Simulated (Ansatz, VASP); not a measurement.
**Mg: VASP beside Ansatz**

```xyz
1
Lattice="-1.7720 1.7720 1.6208 1.7720 -1.7720 1.6208 1.7720 1.7720 -1.6208" Properties=species:S:1:pos:R:3 pbc="T T T"
Mg    0.0000    0.0000    0.0000
```

Alike in both runs: task single point; functional PBE; k mesh 10 × 10 × 10; occupations gaussian, width 0.1 eV; no spin polarisation.

|  | VASP | Ansatz |
| --- | --- | --- |
| version | VASP 6.6.1 | Ansatz 0.2.0 |
| potentials or method | VASP PAW PBE potentials, release 64 (Mg), cutoff 600 eV | scalar-relativistic, plane waves, PAW |
| valence electrons in the cell | 2 | 10 |

VASP gave:

* gap on the k mesh at the Fermi level (eV): none
* pressure (GPa): 5.4
* traceless stress, the component that is largest in VASP (GPa): 1.06

**Question.** Estimate Ansatz's values.

**Answer.** gap on the k mesh at the Fermi level (eV): none; pressure (GPa): 5.5; traceless stress, the component that is largest in VASP (GPa): 1.07.

A gap of «none» marks a metal or a gap that the smearing closes. The functional is the same, so the differences come from potentials, cutoffs and numerics. VASP's potentials hold 2 valence electrons a cell and Ansatz's 10, so a difference there can come from the potentials and not from the codes.
